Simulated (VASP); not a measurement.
Input of a VASP 6.6.1 run:

Contents of INCAR:

```
  PREC = Accurate
  ENCUT = 600
  EDIFF = 1E-6
  ISMEAR = -1
  SIGMA = 0.05
  LREAL = F
  LASPH = T
  NELM = 80
  ALGO = Normal
  ISIF = 3
  LWAVE = F
  LCHARG = F
  GGA = PE
  IBRION = 2
  NSW = 100
  EDIFFG = -0.005
```

Contents of KPOINTS:

```
regular mesh
0
Gamma
  14 14 8
```

The input POSCAR:

```
Hf
1.0
    3.0637874143      0.0000000000      0.0000000000
   -1.5318937071      2.6533177326      0.0000000000
    0.0000000000      0.0000000000      4.9633356111
Hf
2
Direct
    0.3333333333      0.6666666667      0.2500000000
    0.6666666667      0.3333333333      0.7500000000
```

Potentials or basis: VASP PAW PBE potentials, release 64 (Hf_pv).

Command:

```sh
$ cat potpaw_PBE.64/Hf_pv/POTCAR > POTCAR
$ mpirun -np 1 vasp_std > vasp.out
```

Q: Predict the space group after relaxing (to 0.05 Å).

A: P6_3/mmc (No. 194).

Q: What does it give for the relaxed cell?

A: a = 3.202 Å, b = 3.202 Å, c = 5.055 Å, α = 90.00°, β = 90.00°, γ = 120.00°.

Final structure:
```
Hf
1.0
     3.20159    0.00000    0.00000
    -1.60080    2.77266    0.00000
     0.00000    0.00000    5.05536
Hf
2
Direct
  0.33333 0.66667 0.25000
  0.66667 0.33333 0.75000
```
